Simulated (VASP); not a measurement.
# Rh in VASP: further runs

The runs below take Rh through single point, with LDA.

All numbers are computed with VASP 6.6.1; they aren't measurements. Logs are shortened: lines on timing, memory, paths and dates and some standing lists are left out, and cuts for length are marked.

## Step 1: The cell of the first run

The cell holds a slab with vacuum, 5 atoms: a = 2.654 Å, b = 2.654 Å, c = 23.508 Å, α = 90.00°, β = 90.00°, γ = 90.00°.

## Step 2: Single point, LDA

INCAR

```
SYSTEM = Rh
PREC = Accurate
ENCUT = 520
EDIFF = 1E-7
ISMEAR = -1
SIGMA = 0.05
LREAL = .False.
LASPH = .True.
NELM = 100
ALGO = Normal
ISIF = 2
LWAVE = .False.
LCHARG = .False.
LDIPOL = .True.
IDIPOL = 3
DIPOL = 0.5 0.5 0.500
GGA = CA
NBANDS = 46
```

KPOINTS

```
Automatic mesh
0
Gamma
  14 14 1
  0 0 0
```

POSCAR

```
Rh
1.0
    2.6543947809      0.0000000000      0.0000000000
    0.0000000000      2.6543947809      0.0000000000
    0.0000000000      0.0000000000     23.5078000000
Rh
5
Direct
    0.0000000000      0.0000000000      0.3403133813
    0.5000000000      0.5000000000      0.4201566904
    0.0000000000      0.0000000000      0.5000000000
    0.5000000000      0.5000000000      0.5798433096
    0.0000000000      0.0000000000      0.6596866187
```

Potentials or basis: VASP PAW LDA potentials, release 64 (Rh_pv).

Run with:

```bash
> cat potpaw_LDA.64/Rh_pv/POTCAR > POTCAR
> mpirun -np 1 vasp_std > vasp.out
```

OUTCAR:

```text
SYSTEM = Rh
   PREC = Accurate
   ENCUT = 520
   EDIFF = 1E-7
   ISMEAR = -1
   LREAL = .False.
   LASPH = .True.
   NELM = 100
   ISIF = 2
   GGA = CA

 ion  position               nearest neighbor table
   1  0.000  0.000  0.340-   2 2.65   2 2.65   2 2.65   2 2.65
   2  0.500  0.500  0.420-   1 2.65   1 2.65   1 2.65   1 2.65   3 2.65   3 2.65   3 2.65   3 2.65

   3  0.000  0.000  0.500-   2 2.65   4 2.65   2 2.65   4 2.65   2 2.65   4 2.65   2 2.65   4 2.65

   4  0.500  0.500  0.580-   5 2.65   5 2.65   5 2.65   5 2.65   3 2.65   3 2.65   3 2.65   3 2.65

   5  0.000  0.000  0.660-   4 2.65   4 2.65   4 2.65   4 2.65

  LATTYP: Found a simple tetragonal cell.
 ALAT       =     2.6543947809
 C/A-ratio  =     8.8561807645

  Lattice vectors:

 A1 = (   2.6543947809,   0.0000000000,   0.0000000000)
 A2 = (   0.0000000000,   2.6543947809,   0.0000000000)
 A3 = (   0.0000000000,   0.0000000000,  23.5078000000)

Analysis of symmetry for initial positions (statically):
=====================================================================
 Subroutine PRICEL returns:
 Original cell was already a primitive cell.

 Routine SETGRP: Setting up the symmetry group for a
 simple tetragonal supercell.

 Subroutine GETGRP returns: Found 16 space group operations
 (whereof 16 operations were pure point group operations)
 out of a pool of 16 trial point group operations.

The static configuration has the point symmetry D_4h.

Analysis of symmetry for dynamics (positions and initial velocities):
=====================================================================
 Subroutine PRICEL returns:
 Original cell was already a primitive cell.

 Routine SETGRP: Setting up the symmetry group for a
 simple tetragonal supercell.

 Subroutine GETGRP returns: Found 16 space group operations
 (whereof 16 operations were pure point group operations)
 out of a pool of 16 trial point group operations.

The dynamic configuration has the point symmetry D_4h.

 Subroutine INISYM returns: Found 16 space group operations
 (whereof 16 operations are pure point group operations),
 and found     1 'primitive' translations

----------------------------------------------------------------------------------------

                                     Primitive cell

  volume of cell :     165.6315

  direct lattice vectors                    reciprocal lattice vectors
     2.654394781  0.000000000  0.000000000     0.376733712  0.000000000  0.000000000
     0.000000000  2.654394781  0.000000000     0.000000000  0.376733712  0.000000000
     0.000000000  0.000000000 23.507800000     0.000000000  0.000000000  0.042539072

  length of vectors
     2.654394781  2.654394781 23.507800000     0.376733712  0.376733712  0.042539072

  position of ions in fractional coordinates (direct lattice)
     0.000000000  0.000000000  0.340313381
     0.500000000  0.500000000  0.420156690
     0.000000000  0.000000000  0.500000000
     0.500000000  0.500000000  0.579843310
     0.000000000  0.000000000  0.659686619

  ion indices of the primitive-cell ions
   primitive index   ion index
                 1           1
                 2           2
                 3           3
                 4           4
                 5           5

----------------------------------------------------------------------------------------

 KPOINTS: Automatic mesh

Automatic generation of k-mesh.
 Grid dimensions read from file:
 generate k-points for:   14   14    1

 Generating k-lattice:

  Cartesian coordinates                     Fractional coordinates (reciprocal lattice)
     0.026909551  0.000000000  0.000000000     0.071428571  0.000000000  0.000000000
     0.000000000  0.026909551  0.000000000     0.000000000  0.071428571  0.000000000
     0.000000000  0.000000000  0.042539072     0.000000000  0.000000000  1.000000000

  Length of vectors
     0.026909551  0.026909551  0.042539072

  Shift w.r.t. Gamma in fractional coordinates (k-lattice)
     0.000000000  0.000000000  0.000000000

 Subroutine IBZKPT returns following result:
 ===========================================

 Found     36 irreducible k-points:

 Following reciprocal coordinates:
            Coordinates               Weight
  0.000000  0.000000  0.000000      1.000000
  0.071429  0.000000  0.000000      4.000000
  0.142857  0.000000  0.000000      4.000000
  0.214286  0.000000  0.000000      4.000000
  0.285714  0.000000  0.000000      4.000000
  0.357143  0.000000  0.000000      4.000000
[... 16 lines left out ...]
  0.285714  0.214286  0.000000      8.000000
  0.357143  0.214286  0.000000      8.000000
 [... further k-points ...]
   k-points           NKPTS =     36   k-points in BZ     NKDIM =     36   number of bands    NBANDS=     46
   number of dos      NEDOS =    301   number of ions     NIONS =      5
   total plane-waves  NPLWV =  72000
   dimension x,y,z NGX =    20 NGY =   20 NGZ =  180
   dimension x,y,z NGXF=    40 NGYF=   40 NGZF=  360
   ions per type =               5
   NGX,Y,Z   is equivalent  to a cutoff of  12.53, 12.53, 12.73 a.u.
   NGXF,Y,Z  is equivalent  to a cutoff of  25.05, 25.05, 25.46 a.u.
 SYSTEM =  Rh
   PREC   = accura    normal or accurate (medium, high low for compatibility)
   ISTART =      0    job   : 0-new  1-cont  2-samecut
   ICHARG =      2    charge: 1-file 2-atom 10-const
   ISPIN  =      1    spin polarized calculation?
   LNONCOLLINEAR =      F non collinear calculations
   LSORBIT =      F    spin-orbit coupling
   LASPH  =      T    aspherical Exc in radial PAW
   ENCUT  =  520.0 eV  38.22 Ry    6.18 a.u.   4.94  4.94 43.71*2*pi/ulx,y,z
   NELM   =    100;   NELMIN=  2; NELMDL= -5     # of ELM steps
   EDIFF  = 0.1E-06   stopping-criterion for ELM
   LREAL  =      F    real-space projection
   EDIFFG = 0.1E-05   stopping-criterion for IOM
   NSW    =      0    number of steps for IOM
   IBRION =     -1    ionic relax: 0-MD 1-quasi-New 2-CG
   NFREE  =      0    steps in history (QN), initial steepest desc. (CG)
   ISIF   =      2    stress and relaxation
   ISYM   =      2    0-nonsym 1-usesym 2-fastsym
   POTIM  = 0.5000    time-step for ionic-motion
   TEBEG  =    0.0;   TEEND  =   0.0 temperature during run
   PSTRESS=    0.0 pullay stress
   NELECT =      75.0000    total number of electrons
   NUPDOWN=      -1.0000    fix difference up-down
   EMIN   =  10.00;   EMAX   =-10.00  energy-range for DOS
   EFERMI =   0.00;   METHOD = LEGACY
   ISMEAR =    -1;   SIGMA  =   0.05  broadening in eV -4-tet -1-fermi 0-gaus
   EFERMI_NEDOS =   21; number of points for ismear=-14 and -15
   IALGO  =     38    algorithm
   IMIX   =      4    mixing-type and parameters
     AMIX     =   0.40;   BMIX     =  1.00
     AMIX_MAG =   1.60;   BMIX_MAG =  1.00
  volume/ion in A,a.u.               =      33.13       223.55
  Fermi-wavevector in a.u.,A,eV,Ry     =   1.257132  2.375635 21.502390  1.580381
  Thomas-Fermi vector in A             =   2.390806
   LORBIT       =      0    0 simple, 1 ext, 2 COOP (PROOUT), +10 PAW based schemes
   GGA     = CA    functional components
   LHFCALC =     F    Hartree Fock is set to
   AEXX    =    0.0000 exact exchange contribution
   IVDW    =     0    specifies the selected vdW correction
   LEPSILON=     F    determine dielectric tensor
   LRPA    =     F    only Hartree local field effects (RPA)
 non-spin polarized calculation
  energy-cutoff  :      520.00
  volume of cell :      165.63
 maximum number of plane-waves:      4510
 NGX is ok and might be reduce to    20
   NGX =  9   NGY =  9   NGZ = 87

 number of electron      74.9999968 magnetization

 dipolmoment           0.000000      0.000000     -0.000000 electrons x Angstroem

 Free energy of the ion-electron system (eV)
  ---------------------------------------------------
  ext. energy  EPLUGINS =         0.00000000
  ---------------------------------------------------
  free energy    TOTEN  =       -40.73765434 eV

  energy without entropy =      -40.67008000  energy(sigma->0) =      -40.70386717

 E-fermi :   1.6757     XC(G=0):  -6.7468

 val. band max:        1.6708472377   @ k =   0.4286   0.2143   0.0000
 cond. band min:       1.6845375583   @ k =   0.2857   0.2857   0.0000
 fundamental gap:      0.0136903205
 Fermi energy:         1.6756567017

 k-point     1 :       0.0000    0.0000    0.0000
  band No.  band energies     occupation
      1     -45.3112      2.00000
      2     -45.0364      2.00000
      3     -44.8460      2.00000
      4     -44.8460      2.00000
      5     -44.7658      2.00000
      6     -44.7372      2.00000
[... 38 lines left out ...]
     45       2.9253      0.00000
     46       4.2588      0.00000

 k-point     2 :       0.0714    0.0000    0.0000
  band No.  band energies     occupation
      1     -45.3044      2.00000
      2     -45.0460      2.00000
      3     -44.8571      2.00000
      4     -44.8412      2.00000
      5     -44.8090      2.00000
      6     -44.7347      2.00000
[... 38 lines left out ...]
     45       3.4720      0.00000
     46       4.9114      0.00000

 k-point     3 :       0.1429    0.0000    0.0000
  band No.  band energies     occupation
      1     -45.2863      2.00000
      2     -45.0792      2.00000
      3     -44.8867      2.00000
      4     -44.8853      2.00000
      5     -44.8272      2.00000
      6     -44.7279      2.00000
[... 38 lines left out ...]
     45       4.3679      0.00000
     46       6.0178      0.00000

 k-point     4 :       0.2143    0.0000    0.0000
  band No.  band energies     occupation
      1     -45.2669      2.00000
      2     -45.1394      2.00000
      3     -44.9686      2.00000
      4     -44.9388      2.00000
      5     -44.8056      2.00000
      6     -44.7827      2.00000
[... 920 lines left out ...]
     45       6.7823      0.00000
     46       8.2966      0.00000

 k-point    23 :       0.2857    0.2143    0.0000
  band No.  band energies     occupation
      1     -45.2067      2.00000
      2     -45.1640      2.00000
      3     -45.0747      2.00000
      4     -45.0013      2.00000
      5     -44.9588      2.00000
      6     -44.9182      2.00000
[... 38 lines left out ...]
     45       7.5507      0.00000
     46       9.0673      0.00000

 k-point    24 :       0.3571    0.2143    0.0000
  band No.  band energies     occupation
      1     -45.2381      2.00000
      2     -45.2316      2.00000
      3     -45.1374      2.00000
      4     -45.0024      2.00000
      5     -44.9606      2.00000
      6     -44.9148      2.00000
[... 38 lines left out ...]
     45       8.2777      0.00000
     46       9.4908      0.00000

 [... further k-points ...]

------------------------ aborting loop because EDIFF is reached ----------------------------------------

 vacuum level on the upper side and lower side of the slab       (xc-potential included)        -0.080        -0.080

  FORCE on cell =-STRESS in cart. coord.  units (eV):
  Direction    XX          YY          ZZ          XY          YZ          ZX
  --------------------------------------------------------------------------------------
  -------------------------------------------------------------------------------------
  Total       -3.9787172     -3.9787172     -2.3574178      0.0000000     -0.0000000      0.0000000
  in kB      -38.4866966    -38.4866966    -22.8036372      0.0000000     -0.0000000      0.0000000
  external PRESSURE =     -33.2590101 kB  Pullay stress =       0.0000000 kB

 VOLUME and BASIS-vectors are now :
 -----------------------------------------------------------------------------
  energy-cutoff  :      520.00
  volume of cell :      165.63
      direct lattice vectors                 reciprocal lattice vectors
     2.654394781  0.000000000  0.000000000     0.376733712  0.000000000  0.000000000
     0.000000000  2.654394781  0.000000000     0.000000000  0.376733712  0.000000000
     0.000000000  0.000000000 23.507800000     0.000000000  0.000000000  0.042539072

 POSITION                                       TOTAL-FORCE (eV/Angst)
 -----------------------------------------------------------------------------------
      0.00000      0.00000      8.00002         0.000000      0.000000      0.675356
      1.32720      1.32720      9.87696        -0.000000     -0.000000     -0.730522
      0.00000      0.00000     11.75390         0.000000      0.000000      0.000000
      1.32720      1.32720     13.63084         0.000000     -0.000000      0.730522
      0.00000      0.00000     15.50778         0.000000      0.000000     -0.675356
 -----------------------------------------------------------------------------------
    total drift:                               -0.000000      0.000000     -0.000000

  FREE ENERGIE OF THE ION-ELECTRON SYSTEM (eV)
  ---------------------------------------------------
  free  energy   TOTEN  =       -40.7376543416 eV

  energy  without entropy=      -40.6700800021  energy(sigma->0) =      -40.70386717

 vacuum level on the upper side and lower side of the slab         7.098         7.098
```

It took 3.7 min on 1 thread of Intel Xeon 6975P-C (Granite Rapids), shared host; peak memory 0.32 GiB.

Results:

```yaml
Free_energy: -40.7377 eV
Largest_force: 0.731 eV/Å
```

Forces in eV/Å, atoms in the order of the input:
```
Rh   0.000  0.000  0.675
Rh   0.000  0.000 -0.731
Rh   0.000  0.000  0.000
Rh   0.000  0.000  0.731
Rh   0.000  0.000 -0.675
```

Levels at points of the mesh, in eV from the Fermi level:
| k point | band 33 | band 34 | band 35 | band 36 | band 37 | band 38 | band 39 | band 40 | band 41 | band 42 |
| --- | --- | --- | --- | --- | --- | --- | --- | --- | --- | --- |
| (0.00, 0.00, 0.00) | -1.02 | -1.02 | -0.89 | -0.58 | -0.47 | 0.08 | 0.15 | 0.15 | 0.56 | 0.68 |
| (0.50, 0.00, 0.00) | -1.55 | -0.72 | -0.55 | -0.23 | 0.16 | 0.35 | 0.42 | 0.57 | 1.24 | 2.17 |
| (0.50, 0.50, 0.00) | 0.23 | 0.29 | 0.45 | 1.04 | 1.07 | 1.07 | 1.64 | 1.64 | 4.34 | 4.34 |

## Step 3: Single point, LDA

INCAR

```
  PREC = Accurate
  ENCUT = 520
  EDIFF = 1E-6
  ISMEAR = -1
  SIGMA = 0.05
  LREAL = F
  LASPH = T
  NELM = 100
  ALGO = Normal
  ISIF = 2
  LWAVE = F
  LCHARG = F
  LDIPOL = T
  IDIPOL = 3
  DIPOL = 0.5 0.5 0.500
  NBANDS = 46
```

KPOINTS

```
regular mesh
0
Gamma
  14 14 1
```

POSCAR

```
Rh
1.0
    2.6543947809      0.0000000000      0.0000000000
    0.0000000000      2.6543947809      0.0000000000
    0.0000000000      0.0000000000     23.5078000000
Rh
5
Direct
    0.0000000000      0.0000000000      0.3434456330
    0.5000000000      0.5000000000      0.4195750348
    0.0000000000      0.0000000000      0.5000000001
    0.5000000000      0.5000000000      0.5804249653
    0.0000000000      0.0000000000      0.6565543668
```

Potentials or basis: VASP PAW LDA potentials, release 64 (Rh_pv).

Run with:

```bash
> cat potpaw_LDA.64/Rh_pv/POTCAR > POTCAR
> mpirun -np 1 vasp_std > vasp.out
```

It took 4.9 min on 1 thread of Intel Xeon Platinum 8259CL at 2.50GHz (Skylake/Cascade Lake), shared host; peak memory 0.32 GiB.

Results (log left out):

```yaml
Free_energy: -40.7972 eV
Largest_force: 0.050 eV/Å
```

Forces in eV/Å, atoms in the order of the input:
```
Rh   0.000  0.000 -0.050
Rh   0.000  0.000  0.003
Rh   0.000  0.000  0.000
Rh   0.000  0.000 -0.003
Rh   0.000  0.000  0.050
```

Levels at points of the mesh, in eV from the Fermi level:
| k point | band 34 | band 35 | band 36 | band 37 | band 38 | band 39 | band 40 | band 41 |
| --- | --- | --- | --- | --- | --- | --- | --- | --- |
| (0.00, 0.00, 0.00) | -1.11 | -0.98 | -0.69 | -0.60 | -0.01 | 0.14 | 0.14 | 0.54 |
| (0.50, 0.00, 0.00) | -0.83 | -0.68 | -0.15 | 0.19 | 0.33 | 0.46 | 0.62 | 1.20 |
| (0.50, 0.50, 0.00) | 0.30 | 0.46 | 0.97 | 0.97 | 1.10 | 1.54 | 1.54 | 4.30 |

## Step 4: Single point, LDA

INCAR

```
PREC     = Accurate       # precision mode
ENCUT    = 520            # plane-wave cutoff, eV
EDIFF    = 1E-6           # SCF threshold, eV
ISMEAR   = -1             # smearing method
SIGMA    = 0.05           # smearing width, eV
LREAL    = F              # projectors in reciprocal space
LASPH    = T              # aspherical terms in the spheres
NELM     = 80             # most SCF steps
ALGO     = Normal         # electronic algorithm
ISIF     = 2              # what is computed and relaxed
LWAVE    = F              # write WAVECAR
LCHARG   = T              # write CHGCAR
GGA      = CA             # functional
LELF     = T              # ELF
LVHAR    = T            
NBANDS   = 46             # bands
```

KPOINTS is that of step 3.

POSCAR is that of step 3.

Potentials or basis: VASP PAW LDA potentials, release 64 (Rh_pv).

Run with:

```bash
> cat potpaw_LDA.64/Rh_pv/POTCAR > POTCAR
> mpirun -np 1 vasp_std > vasp.out
```

OUTCAR:

```text
PREC = Accurate
   ENCUT = 520
   EDIFF = 1E-6
   ISMEAR = -1
   LREAL = F
   LASPH = T
   NELM = 80
   ISIF = 2
   GGA = CA

 ion  position               nearest neighbor table
   1  0.000  0.000  0.343-   2 2.59   2 2.59   2 2.59   2 2.59
   2  0.500  0.500  0.420-   1 2.59   1 2.59   1 2.59   1 2.59   3 2.66   3 2.66   3 2.66   3 2.66

   3  0.000  0.000  0.500-   4 2.66   4 2.66   4 2.66   4 2.66   2 2.66   2 2.66   2 2.66   2 2.66

[... 1377 lines left out ...]
 [... further k-points ...]
[... 5 lines left out ...]
  --------------------------------------------------------------------------------------
  -------------------------------------------------------------------------------------
  Total       -2.2702326     -2.2702326      0.3224286      0.0000000      0.0000000      0.0000000
  in kB      -21.9602820    -21.9602820      3.1188972      0.0000000      0.0000000      0.0000000
  external PRESSURE =     -13.6005556 kB  Pullay stress =       0.0000000 kB

 VOLUME and BASIS-vectors are now :
 -----------------------------------------------------------------------------
  energy-cutoff  :      520.00
  volume of cell :      165.63
      direct lattice vectors                 reciprocal lattice vectors
     2.654394781  0.000000000  0.000000000     0.376733712  0.000000000  0.000000000
     0.000000000  2.654394781  0.000000000     0.000000000  0.376733712  0.000000000
     0.000000000  0.000000000 23.507800000     0.000000000  0.000000000  0.042539072

 POSITION                                       TOTAL-FORCE (eV/Angst)
 -----------------------------------------------------------------------------------
      0.00000      0.00000      8.07365         0.000000     -0.000000     -0.050167
      1.32720      1.32720      9.86329        -0.000000      0.000000      0.003068
      0.00000      0.00000     11.75390        -0.000000      0.000000      0.000000
      1.32720      1.32720     13.64451         0.000000     -0.000000     -0.003068
      0.00000      0.00000     15.43415        -0.000000      0.000000      0.050167
 -----------------------------------------------------------------------------------
    total drift:                               -0.000000      0.000000     -0.000001

  FREE ENERGIE OF THE ION-ELECTRON SYSTEM (eV)
  ---------------------------------------------------
  free  energy   TOTEN  =       -40.7972341416 eV

  energy  without entropy=      -40.7358547742  energy(sigma->0) =      -40.76654446
```

OSZICAR:

```text
N       E                     dE             d eps       ncg     rms          rms(c)
DAV:   1     0.832600184459E+03    0.83260E+03   -0.48329E+04  4064   0.161E+03
DAV:   2    -0.199660143482E+02   -0.85257E+03   -0.82920E+03  3648   0.490E+02
DAV:   3    -0.430360180111E+02   -0.23070E+02   -0.22152E+02  3670   0.888E+01
[... 16 lines left out ...]
DAV:  20    -0.407972073382E+02   -0.43878E-05   -0.18998E-06  2314   0.322E-03    0.151E-03
DAV:  21    -0.407972213473E+02   -0.14009E-04   -0.62159E-07  2140   0.336E-03    0.570E-04
DAV:  22    -0.407972303984E+02   -0.90511E-05   -0.59478E-07  2194   0.132E-03    0.447E-04
DAV:  23    -0.407972333658E+02   -0.29674E-05   -0.16564E-07  2182   0.987E-04    0.198E-04
DAV:  24    -0.407972341416E+02   -0.77576E-06   -0.46250E-08  2060   0.425E-04
   1 F= -.40797234E+02 E0= -.40766544E+02  d E =-.613794E-01
```

stdout:

```text
POSCAR found type information on POSCAR Rh
 POSCAR found :  1 types and       5 ions
 scaLAPACK will be used
 LDA part: xc-table for (Slater(with rela. corr.)+CA(PZ))
 , standard interpolation
 POSCAR, INCAR and KPOINTS ok, starting setup
 FFT: planning ... GRIDC
 FFT: planning ... GRID_SOFT
 FFT: planning ... GRID
 WAVECAR not read
 entering main loop
```

Wall time 4.9 min (1 thread of Intel Xeon Platinum 8259CL at 2.50GHz (Skylake/Cascade Lake), shared host); peak memory 0.32 GiB.

Results:

| Quantity | Value |
| --- | --- |
| Free energy | -40.7972 eV |
| Largest force | 0.050 eV/Å |

Forces on the atoms (eV/Å):
```
Rh   0.000  0.000 -0.050
Rh   0.000  0.000  0.003
Rh   0.000  0.000  0.000
Rh   0.000  0.000 -0.003
Rh   0.000  0.000  0.050
```
